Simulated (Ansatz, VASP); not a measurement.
One calculation of Lu, two programs

```
CELL_PARAMETERS angstrom
0.00000 2.33810 2.33810
2.33810 0.00000 2.33810
2.33810 2.33810 0.00000
ATOMIC_POSITIONS crystal
Lu 0.00000 0.00000 0.00000
```

Alike in both runs: functional LDA; k mesh 15 × 15 × 15; occupations fermi-dirac, width 0.08 eV; no spin polarisation.

Ansatz relaxed the structure, and its values are those at the end. VASP's run is a single point on that final structure, the one shown.

```csv
,VASP,Ansatz
version,VASP 6.6.1,Ansatz 0.2.0
potentials or method,"VASP PAW PBE potentials, release 64 (Lu)","PAW with Ansatz's default frozen-core files, scalar-relativistic"
plane-wave cutoff (eV),520,420
valence electrons in the cell,25,25
```

```tsv
	VASP	Ansatz	Ansatz less VASP
pressure (GPa)	0.2	0.0	-0.23
```

VASP's potentials were made for PBE, not for LDA. LDA's correlation is that of Perdew and Zunger in VASP and of Perdew and Wang (1992) in Ansatz.

Spin-orbit coupling is off throughout.
